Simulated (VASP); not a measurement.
Write the native input for VASP 6.6.1 that does the following.

```
Task                   : single point
Functional             : PBE
Potentials or basis    : VASP PAW PBE potentials, release 64 (Be, Zn, Te, S)
Cutoff                 : 520 eV
k mesh                 : 4 × 4 × 6
Occupations            : gaussian, width 0.1 eV
Spin                   : no spin polarisation
Dipole correction      : no
Further INCAR settings : ALGO = Normal; EDIFF = 1e-06; NBANDS = 31
```

The structure of BeZn2TeS2 lies in POSCAR:

```
BeZn2TeS2
1.0
    5.4534752973      0.0000000000      0.0000000000
    0.0000000000      5.4534752973      0.0000000000
    0.0000000000      0.0000000000      4.5346652139
Be Zn Te S
1 2 1 2
Direct
    0.0000000000      0.0000000000      0.0000000000
    0.0000000000      0.5000000000      0.0000000000
    0.5000000000      0.0000000000      0.0000000000
    0.5000000000      0.5000000000      0.0000000000
    0.0000000000      0.5000000000      0.5000000000
    0.5000000000      0.0000000000      0.5000000000
```

The input as run:

INCAR

```
PREC = Accurate
ENCUT = 520
EDIFF = 1E-6
ISMEAR = 0
SIGMA = 0.1
LREAL = False
LASPH = True
NELM = 100
ALGO = Normal
ISIF = 2
LWAVE = False
LCHARG = False
GGA = PE
NBANDS = 31
```

KPOINTS

```
Automatic mesh
0
Gamma
  4 4 6
```

Potentials or basis: VASP PAW PBE potentials, release 64 (Be, Zn, Te, S).

Run with:

```bash
$ cat potpaw_PBE.64/Be/POTCAR potpaw_PBE.64/Zn/POTCAR potpaw_PBE.64/Te/POTCAR potpaw_PBE.64/S/POTCAR > POTCAR
$ mpirun -np 1 vasp_std > vasp.out
```

Results of the run:

| Quantity | Value |
| --- | --- |
| Pressure | 0.2 GPa |
| Band gap on the k mesh | zero (band 22 reaches 3.35 eV, above the bottom of band 23 at 2.67 eV) |

Caveat: spin-orbit coupling is left out, which moves the levels of the heavy elements.

It took 44 s on 1 thread of Intel(R) Xeon(R) 6975P-C (Granite Rapids) (shared host), peak memory 0.3 GiB.
